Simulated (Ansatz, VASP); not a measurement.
## Two plane-wave programs on BP

```
B P
1.0
     0.00000    2.26900    2.26900
     2.26900    0.00000    2.26900
     2.26900    2.26900    0.00000
B P
1 1
Direct
  0.00000 0.00000 0.00000
  0.25000 0.25000 0.25000
```

Alike in both runs: task single point; functional PBE; k mesh 8 × 8 × 8; occupations gaussian, width 0.02 eV; no spin polarisation.

|  | VASP | Ansatz |
| --- | --- | --- |
| version | VASP 6.6.1 | Ansatz 0.2.0 |
| potentials or method | VASP PAW PBE potentials, release 64 (B, P), cutoff 500 eV | scalar-relativistic, plane waves, PAW |
| valence electrons in the cell | 8 | 8 |

|  | VASP | Ansatz | Ansatz less VASP |
| --- | --- | --- | --- |
| gap on the k mesh at the Fermi level (eV) | 1.27 | 1.27 | +0.004 |
| least direct gap on the mesh (eV) | 3.40 | 3.40 | +0.003 |
| pressure (GPa) | 0.9 | 1.1 | +0.23 |
